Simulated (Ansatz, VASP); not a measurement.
**Sb in VASP and in Ansatz**

```
CELL_PARAMETERS angstrom
3.09863 0.00000 0.00000
0.00000 3.09863 0.00000
0.00000 0.00000 3.28640
ATOMIC_POSITIONS crystal
Sb 0.00000 0.00000 0.00000
```

Change from the starting cell: z stretched by +4 % at fixed volume.

Alike in both runs: task single point; functional PBE; k mesh 13 × 13 × 13; occupations fermi-dirac, width 0.05 eV; no spin polarisation.

```csv
,VASP,Ansatz
version,VASP 6.6.1,Ansatz 0.2.0
potentials or method,"VASP PAW PBE potentials, release 64 (Sb), cutoff 520 eV","all-electron LAPW, scalar-relativistic"
```

Ansatz gave:

| Property | Result |
| --- | --- |
| pressure (GPa) | -2.2 |
| traceless stress, the component that is largest in VASP (GPa) | -3.97 |

Q: What did VASP give for the same quantities?

A: Pressure (GPa): -2.2; traceless stress, the component that is largest in VASP (GPa): -3.98.

Ansatz ran all-electron here, and VASP with PAW potentials.

Spin-orbit coupling is off throughout.
